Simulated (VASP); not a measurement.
Input of a VASP 6.6.1 run:

Contents of INCAR:

```
ALGO = Fast
DIPOL = 0.5 0.5 0.500
EDIFF = 1E-6
ENCUT = 520
GGA = PE
IDIPOL = 3
ISIF = 2
ISMEAR = -1
LASPH = T
LCHARG = T
LDIPOL = T
LELF = T
LREAL = F
LVACPOTAV = T
LVHAR = T
LWAVE = F
NBANDS = 30
NELM = 60
PREC = Accurate
SIGMA = 0.3
```

Contents of KPOINTS:

```
k-points
0
Gamma
  15 15 1
```

POSCAR

```
Ir
1.0
    2.7369673410      0.0000000000      0.0000000000
   -1.3684836705      2.3702832466      0.0000000000
    0.0000000000      0.0000000000     23.9388979041
Ir
5
Direct
    0.6666666667      0.3333333333      0.3132976309
    0.3333333333      0.6666666667      0.4066488155
    0.0000000000      0.0000000000      0.5000000000
    0.6666666667      0.3333333333      0.5933511845
    0.3333333333      0.6666666667      0.6867023691
```

Potentials or basis: VASP PAW PBE potentials, release 64 (Ir).

Launch:

```sh
$ cat potpaw_PBE.64/Ir/POTCAR > POTCAR
$ mpirun -np 1 vasp_std > vasp.out
```

Problem. What does it give for the largest force?

Solution. 0.290 eV/Å.

Forces on the atoms (eV/Å):
```
Ir   0.000  0.000  0.250
Ir   0.000  0.000 -0.290
Ir   0.000  0.000  0.000
Ir   0.000  0.000  0.290
Ir   0.000  0.000 -0.250
```
